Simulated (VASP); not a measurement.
# Nb (P-1) in VASP: single point with PBE0

Aim: the single point of Nb with PBE0.

Program: VASP 6.6.1. These are calculated values, not measurements. Logs are shortened: lines on timing, memory, paths and dates and some standing lists are left out, and cuts for length are marked.

**1. The cell of the first run**

The typed cell holds 1 atom: a = 2.707 Å, b = 3.357 Å, c = 2.926 Å, α = 126.55°, β = 106.47°, γ = 102.66°.

**2. Single point, PBE0**

Input file POSCAR:

```
Nb
1.0
   -1.4545883700      1.6009203400      1.6273015200
    1.6190107300     -1.9818268200      2.1726303600
    1.2182993000      1.7455377500     -2.0082080000
Nb
1
Direct
    0.0000000000      0.0000000000      0.0000000000
```

Input file INCAR.step1:

```
SYSTEM = Nb
PREC     = Accurate       ! precision mode
ENCUT    = 520            ! plane-wave cutoff, eV
EDIFF    = 1E-5           ! SCF threshold, eV
ISMEAR   = -1             ! smearing method
SIGMA    = 0.05           ! smearing width, eV
LREAL    = .False.        ! projectors in reciprocal space
LASPH    = .True.         ! aspherical terms in the spheres
NELM     = 100            ! most SCF steps
ALGO     = Normal         ! electronic algorithm
ISIF     = 2              ! what is computed and relaxed
LWAVE    = .True.         ! write WAVECAR
LCHARG   = .False.        ! write CHGCAR
GGA      = PE             ! functional
NBANDS   = 12             ! bands
KPAR     = 2
```

Input file INCAR.step2:

```
SYSTEM = Nb
PREC     = Accurate       ! precision mode
ENCUT    = 520            ! plane-wave cutoff, eV
EDIFF    = 1E-6           ! SCF threshold, eV
ISMEAR   = -1             ! smearing method
SIGMA    = 0.05           ! smearing width, eV
LREAL    = .False.        ! projectors in reciprocal space
LASPH    = .True.         ! aspherical terms in the spheres
NELM     = 100            ! most SCF steps
ALGO     = Normal         ! electronic algorithm
ISIF     = 2              ! what is computed and relaxed
LWAVE    = .False.        ! write WAVECAR
LCHARG   = .False.        ! write CHGCAR
GGA      = PE             ! functional
LHFCALC  = .True.         ! exact exchange
AEXX     = 0.25           ! exact-exchange fraction
PRECFOCK = Normal       
ISTART   = 1            
NBANDS   = 12             ! bands
KPAR     = 2
```

Input file KPOINTS:

```
regular mesh
0
Gamma
  6 6 7
  0 0 0
```

Potentials or basis: VASP PAW PBE potentials, release 64 (Nb_sv).

On the command line:

```sh
$ cat potpaw_PBE.64/Nb_sv/POTCAR > POTCAR
$ cp INCAR.step1 INCAR
$ mpirun -np 2 vasp_std > vasp.out
$ cp INCAR.step2 INCAR
$ mpirun -np 2 vasp_std > vasp.out
```

OUTCAR:

```text
SYSTEM = Nb
   PREC = Accurate
   ENCUT = 520
   EDIFF = 1E-6
   ISMEAR = -1
   LREAL = .False.
   LASPH = .True.
   NELM = 100
   ISIF = 2
   GGA = PE
   LHFCALC = .True.
   AEXX = 0.25
   PRECFOCK = Normal
   ISTART = 1

 ion  position               nearest neighbor table
   1  0.000  0.000  0.000-

  LATTYP: Found a triclinic cell.
 ALAT       =     2.7068216598
 B/A-ratio  =     1.6678830294
 C/A-ratio  =     3.0197523394
 COS(alpha) =     0.0039638989
 COS(beta)  =     0.5989314928
 COS(gamma) =     0.7833223595

  Lattice vectors:

 A1 = (  -1.4545883700,   1.6009203400,   1.6273015200)
 A2 = (  -2.6728876700,  -0.1446174100,   3.6355095200)
 A3 = (   0.9101435200,   8.0575474500,   1.0299109200)

Analysis of symmetry for initial positions (statically):
=====================================================================
 Subroutine PRICEL returns:
 Original cell was already a primitive cell.

 Routine SETGRP: Setting up the symmetry group for a
 triclinic supercell.

 Subroutine GETGRP returns: Found  2 space group operations
 (whereof  2 operations were pure point group operations)
 out of a pool of  2 trial point group operations.

The static configuration has the point symmetry S_2 .

Analysis of symmetry for dynamics (positions and initial velocities):
=====================================================================
 Subroutine PRICEL returns:
 Original cell was already a primitive cell.

 Routine SETGRP: Setting up the symmetry group for a
 triclinic supercell.

 Subroutine GETGRP returns: Found  2 space group operations
 (whereof  2 operations were pure point group operations)
 out of a pool of  2 trial point group operations.

The dynamic configuration has the point symmetry S_2 .

 Subroutine INISYM returns: Found  2 space group operations
 (whereof  2 operations are pure point group operations),
 and found     1 'primitive' translations

----------------------------------------------------------------------------------------

                                     Primitive cell

  volume of cell :      17.6977

  direct lattice vectors                    reciprocal lattice vectors
    -1.454588370  1.600920340  1.627301520     0.010595277  0.333276093  0.296111867
     1.619010730 -1.981826820  2.172630360     0.342162717  0.053033731  0.253673413
     1.218299300  1.745537750 -2.008208000     0.378762966  0.327437888  0.016433482

  length of vectors
     2.706821660  3.356956355  2.926440601     0.445945570  0.429229661  0.500946119

  position of ions in fractional coordinates (direct lattice)
     0.000000000  0.000000000  0.000000000

  ion indices of the primitive-cell ions
   primitive index   ion index
                 1           1

----------------------------------------------------------------------------------------

 KPOINTS: regular mesh

Automatic generation of k-mesh.
 Grid dimensions read from file:
 generate k-points for:    6    6    7

 Generating k-lattice:

  Cartesian coordinates                     Fractional coordinates (reciprocal lattice)
     0.001765880  0.055546015  0.049351978     0.166666667  0.000000000  0.000000000
     0.057027120  0.008838955  0.042278902     0.000000000  0.166666667  0.000000000
     0.054108995  0.046776841  0.002347640    -0.000000000 -0.000000000  0.142857143

  Length of vectors
     0.074324262  0.071538277  0.071563731

  Shift w.r.t. Gamma in fractional coordinates (k-lattice)
     0.000000000  0.000000000  0.000000000

 Subroutine IBZKPT returns following result:
 ===========================================

 Found    128 irreducible k-points:

 Following reciprocal coordinates:
            Coordinates               Weight
  0.000000  0.000000  0.000000      1.000000
  0.166667 -0.000000  0.000000      2.000000
  0.333333  0.000000  0.000000      2.000000
  0.500000  0.000000  0.000000      1.000000
 -0.000000  0.166667  0.000000      2.000000
  0.166667  0.166667  0.000000      2.000000
[... 16 lines left out ...]
  0.333333  0.000000  0.142857      2.000000
  0.500000  0.000000  0.142857      2.000000
 [... further k-points ...]
   k-points           NKPTS =    128   k-points in BZ     NKDIM =    252   number of bands    NBANDS=     12
   number of dos      NEDOS =    301   number of ions     NIONS =      1
   total plane-waves  NPLWV =  13440
   dimension x,y,z NGX =    20 NGY =   28 NGZ =   24
   dimension x,y,z NGXF=    40 NGYF=   56 NGZF=   48
   ions per type =               1
   NGX,Y,Z   is equivalent  to a cutoff of  12.28, 13.87, 13.63 a.u.
   NGXF,Y,Z  is equivalent  to a cutoff of  24.57, 27.73, 27.27 a.u.
 SYSTEM =  Nb
   PREC   = accura    normal or accurate (medium, high low for compatibility)
   ISTART =      1    job   : 0-new  1-cont  2-samecut
   ICHARG =      0    charge: 1-file 2-atom 10-const
   ISPIN  =      1    spin polarized calculation?
   LNONCOLLINEAR =      F non collinear calculations
   LSORBIT =      F    spin-orbit coupling
   LASPH  =      T    aspherical Exc in radial PAW
   ENCUT  =  520.0 eV  38.22 Ry    6.18 a.u.   5.03  6.24  5.44*2*pi/ulx,y,z
   NELM   =    100;   NELMIN=  2; NELMDL=  0     # of ELM steps
   EDIFF  = 0.1E-05   stopping-criterion for ELM
   LREAL  =      F    real-space projection
   EDIFFG = 0.1E-04   stopping-criterion for IOM
   NSW    =      0    number of steps for IOM
   IBRION =     -1    ionic relax: 0-MD 1-quasi-New 2-CG
   NFREE  =      0    steps in history (QN), initial steepest desc. (CG)
   ISIF   =      2    stress and relaxation
   ISYM   =      3    0-nonsym 1-usesym 2-fastsym
   POTIM  = 0.5000    time-step for ionic-motion
   TEBEG  =    0.0;   TEEND  =   0.0 temperature during run
   PSTRESS=    0.0 pullay stress
   NELECT =      13.0000    total number of electrons
   NUPDOWN=      -1.0000    fix difference up-down
   EMIN   =  10.00;   EMAX   =-10.00  energy-range for DOS
   EFERMI =   0.00;   METHOD = LEGACY
   ISMEAR =    -1;   SIGMA  =   0.05  broadening in eV -4-tet -1-fermi 0-gaus
   EFERMI_NEDOS =   21; number of points for ismear=-14 and -15
   IALGO  =     38    algorithm
   IMIX   =      1    mixing-type and parameters
     AMIX     =   0.40;   BMIX     =  1.00
     AMIX_MAG =   1.60;   BMIX_MAG =  1.00
  volume/ion in A,a.u.               =      17.70       119.43
  Fermi-wavevector in a.u.,A,eV,Ry     =   1.477124  2.791359 29.686481  2.181895
  Thomas-Fermi vector in A             =   2.591566
   LORBIT       =      0    0 simple, 1 ext, 2 COOP (PROOUT), +10 PAW based schemes
   GGA     = PE    functional components
   LHFCALC =     T    Hartree Fock is set to
   PRECFOCK=normal    Normal, Fast or Accurate (Low or Medium for compatibility)
   ENCUT4O =  -1.0   cutoff for four orbital integrals eV
   NKREDX  =     1    reduce k-point grid by
   NKREDY  =     1    reduce k-point grid by
   NKREDZ  =     1    reduce k-point grid by
   AEXX    =    0.2500 exact exchange contribution
   HFSCREEN=    0.0000 screening length (either q_TF or 0.3 A-1)
   HFSCREENC=   0.0000 screening length for correlation (either q_TF or 0.3 A-1)
   ENCUTFOCK=  -1.0 apply spherical cutoff to Coloumb kernel
   IVDW    =     0    specifies the selected vdW correction
   LEPSILON=     F    determine dielectric tensor
   LRPA    =     F    only Hartree local field effects (RPA)
 non-spin polarized calculation
  energy-cutoff  :      520.00
  volume of cell :       17.70
 maximum number of plane-waves:       490
  NGX = 16; NGY = 20; NGZ = 18

 number of electron      13.0000000 magnetization

 Free energy of the ion-electron system (eV)
  ---------------------------------------------------
  ext. energy  EPLUGINS =         0.00000000
  ---------------------------------------------------
  free energy    TOTEN  =       -12.62952201 eV

  energy without entropy =      -12.62877272  energy(sigma->0) =      -12.62914736

 E-fermi :  11.7305     XC(G=0):  -9.8484

 val. band max:       11.7228149057   @ k =  -0.1667   0.5000   0.1429
 cond. band min:      12.0799633272   @ k =   0.1667   0.3333   0.1429
 fundamental gap:      0.3571484215
 Fermi energy:        11.7305346302

 k-point     1 :       0.0000    0.0000    0.0000
  band No.  band energies     occupation
      1     -47.3427      2.00000
      2     -21.4487      2.00000
      3     -20.7827      2.00000
      4     -20.5840      2.00000
      5       4.0543      2.00000
      6       8.4996      2.00000
      7      10.8836      2.00000
      8      14.2531      0.00000
      9      16.1617      0.00000
     10      17.9317      0.00000
     11      24.7508      0.00000
     12      26.6970      0.00000

 k-point     2 :       0.1667   -0.0000    0.0000
  band No.  band energies     occupation
      1     -47.2205      2.00000
      2     -21.4015      2.00000
      3     -21.2610      2.00000
      4     -20.9539      2.00000
      5       5.3279      2.00000
      6       9.4735      2.00000
      7      12.2680      0.00004
      8      13.0875      0.00000
      9      15.5789      0.00000
     10      16.3453      0.00000
     11      26.8566      0.00000
     12      29.6239      0.00000

 k-point     3 :       0.3333    0.0000    0.0000
  band No.  band energies     occupation
      1     -46.9675      2.00000
      2     -22.5304      2.00000
      3     -21.3797      2.00000
      4     -21.1657      2.00000
      5       6.7544      2.00000
      6       9.7013      2.00000
      7      12.9681      0.00000
      8      14.4229      0.00000
      9      15.2942      0.00000
     10      17.0140      0.00000
     11      25.2782      0.00000
     12      27.6020      0.00000
[... 286 lines left out ...]
 k-point    23 :       0.3333    0.0000    0.1429
  band No.  band energies     occupation
      1     -46.8531      2.00000
      2     -22.8783      2.00000
      3     -21.5523      2.00000
      4     -21.3129      2.00000
      5       7.4125      2.00000
      6      10.2130      2.00000
      7      12.3889      0.00000
      8      13.7518      0.00000
      9      15.6657      0.00000
     10      20.0816      0.00000
     11      25.8349      0.00000
     12      26.9890      0.00000

 k-point    24 :       0.5000    0.0000    0.1429
  band No.  band energies     occupation
      1     -46.8523      2.00000
      2     -22.8279      2.00000
      3     -21.6327      2.00000
      4     -21.2917      2.00000
      5       7.4545      2.00000
      6      10.9583      2.00000
      7      11.3143      1.99952
      8      13.1328      0.00000
      9      15.3574      0.00000
     10      20.6501      0.00000
     11      25.7338      0.00000
     12      27.0727      0.00000

 [... further k-points ...]

------------------------ aborting loop because EDIFF is reached ----------------------------------------

  FORCE on cell =-STRESS in cart. coord.  units (eV):
  Direction    XX          YY          ZZ          XY          YZ          ZX
  --------------------------------------------------------------------------------------
  -------------------------------------------------------------------------------------
  Total        2.4195320     -0.3697488     -0.2301696      0.0200716      1.0437736     -0.0917696
  in kB      219.0407068    -33.4734314    -20.8372978      1.8170822     94.4930293     -8.3079197
  external PRESSURE =      54.9099925 kB  Pullay stress =       0.0000000 kB

 VOLUME and BASIS-vectors are now :
 -----------------------------------------------------------------------------
  energy-cutoff  :      520.00
  volume of cell :       17.70
      direct lattice vectors                 reciprocal lattice vectors
    -1.454588370  1.600920340  1.627301520     0.010595277  0.333276093  0.296111867
     1.619010730 -1.981826820  2.172630360     0.342162717  0.053033731  0.253673413
     1.218299300  1.745537750 -2.008208000     0.378762966  0.327437888  0.016433482

 POSITION                                       TOTAL-FORCE (eV/Angst)
 -----------------------------------------------------------------------------------
      0.00000      0.00000      0.00000         0.000000      0.000000      0.000000
 -----------------------------------------------------------------------------------
    total drift:                                0.000000      0.000000     -0.000000

  FREE ENERGIE OF THE ION-ELECTRON SYSTEM (eV)
  ---------------------------------------------------
  free  energy   TOTEN  =       -12.6295220129 eV

  energy  without entropy=      -12.6287727151  energy(sigma->0) =      -12.62914736
```

Run time: 28 min. Hardware: 2 MPI ranks of Intel Xeon Platinum 8488C (Sapphire Rapids), shared host; peak memory 0.16 GiB.

Results:

| Property | Result |
| --- | --- |
| Free energy | -12.6295 eV |
| Pressure | 5.5 GPa |
| Band gap on the k mesh | zero (an odd number of electrons rules out a gap without spin polarisation) |

Caveat: the k points lie up to 0.45 Å⁻¹ apart, too coarse for converged energies and pressures of a metal; the PAW data sets were made with another functional, which shifts forces and pressure a little.

The gap in the log of VASP goes by the Fermi energy; the results here count the filled bands.